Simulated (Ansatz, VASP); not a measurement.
**One calculation of AgCl, two programs**

```xyz
2
Lattice="-0.2303 2.6735 2.6735 2.6735 -0.2303 2.6735 2.6735 2.6735 -0.2303" Properties=species:S:1:pos:R:3 pbc="T T T"
Ag    0.0000    0.0000    0.0000
Cl    2.5584    2.5584    2.5584
```

Change from the starting cell: epitaxial_111 strain +4.7%.

Alike in both runs: task single point; functional PBE; k mesh 8 × 8 × 8; occupations fermi-dirac, width 0.02 eV; no spin polarisation.

|  | VASP | Ansatz |
| --- | --- | --- |
| version | VASP 6.6.1 | Ansatz 0.2.0 |
| potentials or method | VASP PAW PBE potentials, release 64 (Ag, Cl) | plane waves, PAW |
| plane-wave cutoff (eV) | 520 | 420 |
| valence electrons in the cell | 18 | 26 |

```tsv
	VASP	Ansatz	Ansatz less VASP
gap on the k mesh at the Fermi level (eV)	0.81	0.81	+0.003
pressure (GPa)	0.6	0.7	+0.14
traceless stress, the component that is largest in VASP (GPa)	0.45	0.45	-0.004
```

The functional is the same, so the differences come from potentials, cutoffs and numerics. VASP's potentials hold 18 valence electrons a cell and Ansatz's 26, so a difference there can come from the potentials and not from the codes.
